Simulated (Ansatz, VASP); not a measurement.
Two plane-wave programs on W

```
CELL_PARAMETERS angstrom
2.77169 0.00000 0.00000
0.00000 4.79813 0.00000
0.00000 0.00000 4.85715
ATOMIC_POSITIONS crystal
W 0.79317 0.93684 0.75000
W 0.20683 0.43684 0.75000
W 0.20683 0.06316 0.25000
W 0.79317 0.56316 0.25000
```

Alike in both runs: task single point; functional LDA; k mesh 9 × 6 × 6; occupations fermi-dirac, width 0.05 eV; no spin polarisation.

|  | VASP | Ansatz |
| --- | --- | --- |
| version | VASP 6.6.1 | Ansatz 0.2.0 |
| potentials or method | VASP PAW LDA potentials, release 64 (W_sv) | Ansatz PAW |
| plane-wave cutoff (eV) | 520 | 420 |
| valence electrons in the cell | 56 | 56 |

Ansatz gave:

- gap on the k mesh at the Fermi level (eV): none
- pressure (GPa): -4.9
- traceless stress, the component that is largest in VASP (GPa): -0.91
- rms of the force components (eV/Å): 0.059

Problem. What did VASP give for the same quantities?

Solution. gap on the k mesh at the Fermi level (eV): none; pressure (GPa): -3.2; traceless stress, the component that is largest in VASP (GPa): -1.16; rms of the force components (eV/Å): 0.069.

LDA's correlation is that of Perdew and Zunger in VASP and of Perdew and Wang (1992) in Ansatz. Atom by atom the forces differ by 0.015 eV/Å (rms over components). A gap of «none» marks a metal or a gap that the smearing closes.

Spin-orbit coupling is off throughout.
